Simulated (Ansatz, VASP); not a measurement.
**One calculation of Ga2As5, two programs**

```
CELL_PARAMETERS angstrom
5.75020 0.00000 0.00000
-2.87510 4.97982 0.00000
0.00000 0.00000 6.21331
ATOMIC_POSITIONS crystal
Ga 0.00000 0.00000 0.28100
Ga 0.00000 0.00000 0.71900
As 0.00000 0.00000 0.00000
As 0.33333 0.66667 0.68973
As 0.33333 0.66667 0.31027
As 0.66667 0.33333 0.31027
As 0.66667 0.33333 0.68973
```

Alike in both runs: task relaxation of cell and atoms; functional PBE; k mesh 3 × 3 × 3; occupations gaussian, width 0.2 eV; no spin polarisation.

|  | VASP | Ansatz |
| --- | --- | --- |
| version | VASP 6.6.1 | Ansatz 0.2.0 |
| potentials or method | VASP PAW PBE potentials, release 64 (Ga_d, As), cutoff 500 eV | scalar-relativistic, plane waves, PAW |
| valence electrons in the cell | 51 | 101 |

Ansatz gave:

| Item | Value |
| --- | --- |
| gap on the k mesh at the Fermi level, each at its own relaxed structure (eV) | none |
| relaxed volume (Å³/atom) | 23.90 |
| relaxed cell length with the largest relative difference (Å) | 7.509 |

Task: Which values does VASP return?

Result: gap on the k mesh at the Fermi level, each at its own relaxed structure (eV): none; relaxed volume (Å³/atom): 23.98; relaxed cell length with the largest relative difference (Å): 7.531.

A gap of «none» marks a metal or a gap that the smearing closes. VASP's potentials hold 51 valence electrons a cell and Ansatz's 101, so a difference there can come from the potentials and not from the codes.

The k mesh is coarse, so the values compare programs but aren't converged.
